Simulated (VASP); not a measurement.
# Na (Im-3m) in VASP: notebook

The runs below take Na through single point, with revPBE+D3(BJ), LDA, r2SCAN.

Program: VASP 6.6.1. These are calculated values, not measurements. Logs are shortened: lines on timing, memory, paths and dates and some standing lists are left out, and cuts for length are marked.

### Step 1. The cell of the first run

Symmetry: Im-3m, No. 229, cubic system. Conventional cell: a = 4.613 Å, b = 4.613 Å, c = 4.613 Å, α = 90.00°, β = 90.00°, γ = 90.00°. Na (site symmetry m-3m) has 14 Na at 3.99 to 4.61 Å within 5.2 Å.

### Step 2. Single point, revPBE+D3(BJ)

The input, INCAR:

```
SYSTEM = Na
  PREC = Accurate
  ENCUT = 520
  EDIFF = 1E-7
  ISMEAR = 1
  SIGMA = 0.05
  LREAL = .FALSE.
  LASPH = .TRUE.
  NELM = 100
  ALGO = Normal
  ISIF = 2
  LWAVE = .FALSE.
  LCHARG = .FALSE.
  GGA = RE
  IVDW = 12
  NBANDS = 10
```

The input, KPOINTS:

```
Automatic mesh
0
G
  9 9 9
  0 0 0
```

The input, POSCAR:

```
Na
1.0
   -2.3063223357      2.3063223357      2.3063223357
    2.3063223357     -2.3063223357      2.3063223357
    2.3063223357      2.3063223357     -2.3063223357
Na
1
Direct
    0.0000000000      0.0000000000      0.0000000000
```

Potentials or basis: VASP PAW PBE potentials, release 64 (Na_pv).

Run with:

```bash
cat potpaw_PBE.64/Na_pv/POTCAR > POTCAR
mpirun -np 1 vasp_std > vasp.out
```

OUTCAR:

```text
SYSTEM = Na
   PREC = Accurate
   ENCUT = 520
   EDIFF = 1E-7
   ISMEAR = 1
   LREAL = .FALSE.
   LASPH = .TRUE.
   NELM = 100
   ISIF = 2
   GGA = RE
   IVDW = 12
 IVDW          = 12

 ion  position               nearest neighbor table
   1  0.000  0.000  0.000-

  LATTYP: Found a body centered cubic cell.
 ALAT       =     4.6126446714

  Lattice vectors:

 A1 = (  -2.3063223357,   2.3063223357,   2.3063223357)
 A2 = (   2.3063223357,  -2.3063223357,   2.3063223357)
 A3 = (   2.3063223357,   2.3063223357,  -2.3063223357)

Analysis of symmetry for initial positions (statically):
=====================================================================
 Subroutine PRICEL returns:
 Original cell was already a primitive cell.

 Routine SETGRP: Setting up the symmetry group for a
 body centered cubic supercell.

 Subroutine GETGRP returns: Found 48 space group operations
[... 9 lines left out ...]

 Routine SETGRP: Setting up the symmetry group for a
 body centered cubic supercell.

 Subroutine GETGRP returns: Found 48 space group operations
[... 11 lines left out ...]
                                     Primitive cell

  volume of cell :      49.0704

  direct lattice vectors                    reciprocal lattice vectors
    -2.306322336  2.306322336  2.306322336     0.000000000  0.216795368  0.216795368
     2.306322336 -2.306322336  2.306322336     0.216795368  0.000000000  0.216795368
     2.306322336  2.306322336 -2.306322336     0.216795368  0.216795368  0.000000000

  length of vectors
     3.994667464  3.994667464  3.994667464     0.306594950  0.306594950  0.306594950

  position of ions in fractional coordinates (direct lattice)
     0.000000000  0.000000000  0.000000000

  ion indices of the primitive-cell ions
   primitive index   ion index
                 1           1

----------------------------------------------------------------------------------------

 KPOINTS: Automatic mesh

Automatic generation of k-mesh.
 Grid dimensions read from file:
 generate k-points for:    9    9    9

 Generating k-lattice:

  Cartesian coordinates                     Fractional coordinates (reciprocal lattice)
     0.000000000  0.024088374  0.024088374     0.111111111  0.000000000  0.000000000
     0.024088374  0.000000000  0.024088374     0.000000000  0.111111111  0.000000000
     0.024088374  0.024088374  0.000000000     0.000000000  0.000000000  0.111111111

  Length of vectors
[... 57 lines left out ...]
   EDIFFG = 0.1E-05   stopping-criterion for IOM
   NSW    =      0    number of steps for IOM
   IBRION =     -1    ionic relax: 0-MD 1-quasi-New 2-CG
   NFREE  =      0    steps in history (QN), initial steepest desc. (CG)
   ISIF   =      2    stress and relaxation
   ISYM   =      2    0-nonsym 1-usesym 2-fastsym
   POTIM  = 0.5000    time-step for ionic-motion
   TEBEG  =    0.0;   TEEND  =   0.0 temperature during run
   PSTRESS=    0.0 pullay stress
   NELECT =       7.0000    total number of electrons
   NUPDOWN=      -1.0000    fix difference up-down
   EMIN   =  10.00;   EMAX   =-10.00  energy-range for DOS
   EFERMI =   0.00;   METHOD = LEGACY
   ISMEAR =     1;   SIGMA  =   0.05  broadening in eV -4-tet -1-fermi 0-gaus
   EFERMI_NEDOS =   21; number of points for ismear=-14 and -15
   IALGO  =     38    algorithm
   IMIX   =      4    mixing-type and parameters
     AMIX     =   0.40;   BMIX     =  1.00
     AMIX_MAG =   1.60;   BMIX_MAG =  1.00
  volume/ion in A,a.u.               =      49.07       331.14
  Fermi-wavevector in a.u.,A,eV,Ry     =   0.855397  1.616465  9.955428  0.731703
  Thomas-Fermi vector in A             =   1.972140
   LORBIT       =      0    0 simple, 1 ext, 2 COOP (PROOUT), +10 PAW based schemes
   GGA     = RE    functional components
   LHFCALC =     F    Hartree Fock is set to
   AEXX    =    0.0000 exact exchange contribution
   IVDW    =    12    specifies the selected vdW correction
   LEPSILON=     F    determine dielectric tensor
   LRPA    =     F    only Hartree local field effects (RPA)
 non-spin polarized calculation
 Methfessel and Paxton  Order N= 1 SIGMA  =   0.05
  energy-cutoff  :      520.00
  volume of cell :       49.07
 maximum number of plane-waves:      1340
 NGX is ok and might be reduce to    30
   NGX = 15   NGY = 15   NGZ = 15

 number of electron       7.0000004 magnetization

 Free energy of the ion-electron system (eV)
  ---------------------------------------------------
  ext. energy  EPLUGINS =         0.00000000
  ---------------------------------------------------
  free energy    TOTEN  =        -1.16974767 eV

  energy without entropy =       -1.16951471  energy(sigma->0) =       -1.16967002

 E-fermi :  -0.3369     XC(G=0):  -5.7131

 val. band max:       -0.3653773346   @ k =  -0.3333   0.4444   0.1111
 cond. band min:      -0.1960459853   @ k =   0.4444   0.0000   0.0000
 fundamental gap:      0.1693313493
 Fermi energy:        -0.3368548565

 k-point     1 :       0.0000    0.0000    0.0000
  band No.  band energies     occupation
      1     -25.4422      2.00000
      2     -25.4422      2.00000
      3     -25.4422      2.00000
      4      -2.9994      2.00000
      5       9.7854      0.00000
      6       9.7854      0.00000
      7       9.7854      0.00000
      8      10.5990      0.00000
      9      10.5990      0.00000
     10      10.8197      0.00000
[... 287 lines left out ...]
 k-point    24 :      -0.4444   -0.4444    0.1111
  band No.  band energies     occupation
      1     -25.4533      2.00000
      2     -25.4484      2.00000
      3     -25.4442      2.00000
      4       0.8641      0.00000
      5       1.1660      0.00000
      6       4.0926      0.00000
      7       7.1434      0.00000
      8       8.5656      0.00000
      9       9.8638      0.00000
     10      10.4054      0.00000

 [... further k-points ...]

------------------------ aborting loop because EDIFF is reached ----------------------------------------

 Edisp (eV)   -0.21751

 E8    (eV) :    -0.1608

  FORCE on cell =-STRESS in cart. coord.  units (eV):
  Direction    XX          YY          ZZ          XY          YZ          ZX
  --------------------------------------------------------------------------------------
  -------------------------------------------------------------------------------------
  Total      -0.53261    -0.53261    -0.53261     0.00000    -0.00000     0.00000
  in kB     -17.38989   -17.38989   -17.38989     0.00000    -0.00000     0.00000
  external pressure =      -17.39 kB  Pullay stress =        0.00 kB

 VOLUME and BASIS-vectors are now :
 -----------------------------------------------------------------------------
  energy-cutoff  :      520.00
  volume of cell :       49.07
      direct lattice vectors                 reciprocal lattice vectors
    -2.306322336  2.306322336  2.306322336     0.000000000  0.216795368  0.216795368
     2.306322336 -2.306322336  2.306322336     0.216795368  0.000000000  0.216795368
     2.306322336  2.306322336 -2.306322336     0.216795368  0.216795368  0.000000000

 POSITION                                       TOTAL-FORCE (eV/Angst)
 -----------------------------------------------------------------------------------
      0.00000      0.00000      0.00000        -0.000000      0.000000      0.000000
 -----------------------------------------------------------------------------------
    total drift:                                0.000000     -0.000000      0.000000

  FREE ENERGIE OF THE ION-ELECTRON SYSTEM (eV)
  ---------------------------------------------------
  free  energy   TOTEN  =        -1.3872577903 eV

  energy  without entropy=       -1.3870248256  energy(sigma->0) =       -1.38718014
```

Run time: 16 s. Hardware: 1 thread of Intel Xeon Platinum 8375C at 2.90GHz (Ice Lake), shared host; peak memory 0.17 GiB.

Results:

```
Free energy                : -1.3873 eV
Pressure                   : -1.7 GPa
Dispersion energy per atom : -0.218 eV
```

Levels at points of the mesh, in eV from the Fermi level:
| k point | band 1 | band 2 | band 3 | band 4 | band 5 | band 6 | band 7 | band 8 |
| --- | --- | --- | --- | --- | --- | --- | --- | --- |
| (0.00, 0.00, 0.00) | -25.11 | -25.11 | -25.11 | -2.66 | 10.12 | 10.12 | 10.12 | 10.94 |

Caveat: three body term missing; the PAW data sets were made with another functional, which shifts forces and pressure a little; pairwise dispersion overbinds metals, which lowers pressure and volume.

### Step 3. Single point, LDA, non-collinear spin, typed start

This run uses another cell than the first one, of 39.26 Å³/atom, 0.800 times its volume.

The input, INCAR:

```
SYSTEM = Na
PREC = Accurate
ENCUT = 520
EDIFF = 1E-6
ISMEAR = -5
SIGMA = 0.05
LREAL = .False.
LASPH = .True.
NELM = 150
ALGO = Fast
ISIF = 2
LWAVE = .False.
LCHARG = .False.
LNONCOLLINEAR = .True.
MAGMOM = 0 0 0.5
LORBIT = 11
NBANDS = 18
```

The input, KPOINTS:

```
regular mesh
0
Gamma
  9 9 9
  0 0 0
```

The input, POSCAR:

```
Na
1.0
   -2.1410000000      2.1410000000      2.1410000000
    2.1410000000     -2.1410000000      2.1410000000
    2.1410000000      2.1410000000     -2.1410000000
Na
1
Direct
    0.0000000000      0.0000000000      0.0000000000
```

Potentials or basis: VASP PAW LDA potentials, release 64 (Na_pv).

Run with:

```bash
cat potpaw_LDA.64/Na_pv/POTCAR > POTCAR
mpirun -np 1 vasp_ncl > vasp.out
```

OUTCAR:

```text
SYSTEM = Na
   PREC = Accurate
   ENCUT = 520
   EDIFF = 1E-6
   ISMEAR = -5
   LREAL = .False.
   LASPH = .True.
   NELM = 150
   ISIF = 2
   LNONCOLLINEAR = .True.
   LORBIT = 11

 ion  position               nearest neighbor table
   1  0.000  0.000  0.000-

  LATTYP: Found a body centered cubic cell.
 ALAT       =     4.2820000000

  Lattice vectors:

 A1 = (  -2.1410000000,   2.1410000000,   2.1410000000)
 A2 = (   2.1410000000,  -2.1410000000,   2.1410000000)
 A3 = (   2.1410000000,   2.1410000000,  -2.1410000000)

Analysis of symmetry for initial positions (statically):
=====================================================================
[... 712 lines left out ...]

 VOLUME and BASIS-vectors are now :
 -----------------------------------------------------------------------------
  energy-cutoff  :      520.00
  volume of cell :       39.26
      direct lattice vectors                 reciprocal lattice vectors
    -2.141000000  2.141000000  2.141000000     0.000000000  0.233535731  0.233535731
     2.141000000 -2.141000000  2.141000000     0.233535731  0.000000000  0.233535731
     2.141000000  2.141000000 -2.141000000     0.233535731  0.233535731  0.000000000

 POSITION                                       TOTAL-FORCE (eV/Angst)
 -----------------------------------------------------------------------------------
      0.00000      0.00000      0.00000        -0.000000      0.000000     -0.000000
 -----------------------------------------------------------------------------------
    total drift:                               -0.000000     -0.000000     -0.000000

  FREE ENERGIE OF THE ION-ELECTRON SYSTEM (eV)
  ---------------------------------------------------
  free  energy   TOTEN  =        -1.4299818016 eV

  energy  without entropy=       -1.4299818016  energy(sigma->0) =       -1.42998180

 total charge

# of ion       s       p       d       tot
------------------------------------------
    1        0.099   5.960   0.000   6.059

 magnetization (x)

# of ion       s       p       d       tot
------------------------------------------
    1        0.000  -0.000   0.000   0.000

 magnetization (y)

# of ion       s       p       d       tot
------------------------------------------
    1        0.000   0.000   0.000   0.000

 magnetization (z)

# of ion       s       p       d       tot
------------------------------------------
    1        0.000  -0.000   0.000   0.000
```

OSZICAR:

```text
N       E                     dE             d eps       ncg     rms          rms(c)
DAV:   1     0.545297773108E+02    0.54530E+02   -0.36079E+03  3838   0.716E+02
DAV:   2     0.119020709704E+01   -0.53340E+02   -0.52334E+02  4054   0.232E+02
DAV:   3    -0.130931672746E+01   -0.24995E+01   -0.24946E+01  4642   0.558E+01
DAV:   4    -0.134564636838E+01   -0.36330E-01   -0.36321E-01  4516   0.714E+00
DAV:   5    -0.134640241072E+01   -0.75604E-03   -0.75600E-03  4320   0.102E+00    0.341E+00
RMM:   6    -0.141629813851E+01   -0.69896E-01   -0.40461E-02  5002   0.306E+00    0.133E+00
RMM:   7    -0.142996763412E+01   -0.13669E-01   -0.67773E-03  4118   0.107E+00    0.117E-01
RMM:   8    -0.142978407626E+01    0.18356E-03   -0.45893E-04  4777   0.228E-01    0.862E-02
RMM:   9    -0.142996941780E+01   -0.18534E-03   -0.16700E-04  4870   0.157E-01    0.203E-02
RMM:  10    -0.142998092834E+01   -0.11511E-04   -0.40766E-05  5077   0.837E-02    0.596E-03
RMM:  11    -0.142998180165E+01   -0.87331E-06   -0.55645E-06  5154   0.347E-02
   1 F= -.14299818E+01 E0= -.14299818E+01  d E =0.000000E+00  mag=    -0.0000    -0.0000    -0.0002
```

Wall time 1.9 min (1 thread of Intel Xeon Platinum 8375C at 2.90GHz (Ice Lake), shared host); peak memory 0.26 GiB.

Results:

| Item | Value |
| --- | --- |
| Free energy | -1.4300 eV |
| Pressure | -1.1 GPa |
| Band gap on the k mesh | zero (band 7 reaches 3.16 eV, above the bottom of band 8 at -3.16 eV) |
| Net moment | 0.00 μB per cell |
| Valence electrons inside the program's atomic spheres | Na 6.06 |

Moments on the atoms (μB; x, y, z):
```
Na  0.00 0.00 0.00
```

Caveat: tetrahedron occupations give inexact forces and stress in metals.

### Step 4. Single point, r2SCAN (volume scaled by 0.96)

The input, POSCAR:

```
Na
1.0
   -2.1120640205      2.1120640205      2.1120640205
    2.1120640205     -2.1120640205      2.1120640205
    2.1120640205      2.1120640205     -2.1120640205
Na
1
Direct
    0.0000000000      0.0000000000      0.0000000000
```

The input, INCAR.step1:

```
PREC = Accurate
ENCUT = 550
ISMEAR = -1
SIGMA = 0.05
LREAL = False
LASPH = True
NELM = 120
NBANDS = 10
GGA = PE
ALGO = Normal
EDIFF = 1E-5
LWAVE = True
LCHARG = False
GGA_COMPAT = False
```

The input, INCAR.step2:

```
PREC = Accurate
ENCUT = 550
EDIFF = 1E-6
ISMEAR = -1
SIGMA = 0.05
LREAL = False
LASPH = True
NELM = 120
ALGO = Normal
ISIF = 2
LWAVE = False
LCHARG = False
METAGGA = R2SCAN
LMIXTAU = True
NBANDS = 10
ISTART = 1
GGA_COMPAT = False
```

The input, KPOINTS:

```
regular mesh
0
Gamma
  9 9 9
```

Potentials or basis: VASP PAW PBE potentials, release 64 (Na_pv).

Run with:

```bash
cat potpaw_PBE.64/Na_pv/POTCAR > POTCAR
cp INCAR.step1 INCAR
mpirun -np 1 vasp_std > vasp.out
cp INCAR.step2 INCAR
mpirun -np 1 vasp_std > vasp.out
```

Wall time 71 s (1 thread of Intel Xeon 8259CL, shared host); peak memory 0.16 GiB.

It converged, with:

| Property | Result |
| --- | --- |
| Free energy | -3.5615 eV |
| Pressure | 0.1 GPa |

Levels at points of the mesh, in eV from the Fermi level:
| k point | band 1 | band 2 | band 3 | band 4 | band 5 | band 6 | band 7 | band 8 |
| --- | --- | --- | --- | --- | --- | --- | --- | --- |
| (0.00, 0.00, 0.00) | -26.01 | -26.01 | -26.01 | -3.44 | 12.33 | 12.33 | 12.33 | 13.53 |

Caveat: the cell differs from its parent crystal (volume scaled by 0.96); the PAW data sets were made with another functional, which shifts forces and pressure a little.

### Step 5. Single point, r2SCAN

This run uses another cell than the first one, of 39.26 Å³/atom, 0.800 times its volume.

The input, POSCAR:

```
Na
1.0
   -2.1410000000      2.1410000000      2.1410000000
    2.1410000000     -2.1410000000      2.1410000000
    2.1410000000      2.1410000000     -2.1410000000
Na
1
Direct
    0.0000000000      0.0000000000      0.0000000000
```

INCAR.step1 is that of step 4.

INCAR.step2 is that of step 4.

KPOINTS is that of step 4.

Run with:

```bash
cat potpaw_PBE.64/Na_pv/POTCAR > POTCAR
cp INCAR.step1 INCAR
mpirun -np 1 vasp_std > vasp.out
cp INCAR.step2 INCAR
mpirun -np 1 vasp_std > vasp.out
```

Wall time 86 s (1 thread of Intel Xeon 8259CL, shared host); peak memory 0.16 GiB.

It converged, with:

```
Free energy : -3.5601 eV
Pressure    : -0.4 GPa
```

Levels at points of the mesh, in eV from the Fermi level:
```csv
k point,band 1,band 2,band 3,band 4,band 5,band 6,band 7,band 8
"(0.00, 0.00, 0.00)",-26.05,-26.05,-26.05,-3.35,12.07,12.07,12.07,13.24
```

Caveat: the PAW data sets were made with another functional, which shifts forces and pressure a little.

### Step 6. Overview

```csv
level,potentials or basis,spin,cell,cutoff (eV),smearing,gap on the mesh (eV),pressure (GPa)
revPBE+D3(BJ),"VASP PAW PBE potentials, release 64 (Na_pv)",off,"a = 3.995 Å, angles 109.5°, 1 atom",520,methfessel-paxton 0.05 eV,none,-1.7
LDA,"VASP PAW LDA potentials, release 64 (Na_pv)","non-collinear, typed start","a = 3.708 Å, angles 109.5°, 1 atom",520,tetrahedron,none,-1.1
r2SCAN,"VASP PAW PBE potentials, release 64 (Na_pv)",off,"a = 3.658 Å, angles 109.5°, 1 atom",550,fermi-dirac 0.05 eV,none,0.1
r2SCAN,"VASP PAW PBE potentials, release 64 (Na_pv)",off,"a = 3.708 Å, angles 109.5°, 1 atom",550,fermi-dirac 0.05 eV,none,-0.4
```

Alike in all rows: task single point; k mesh 9 × 9 × 9.

Caveats: the PAW data sets were made with another functional, which shifts forces and pressure a little (some runs); three body term missing (some runs); pairwise dispersion overbinds metals, which lowers pressure and volume (some runs); tetrahedron occupations give inexact forces and stress in metals (some runs).

Absolute energies hang on the potentials; compare differences alone.
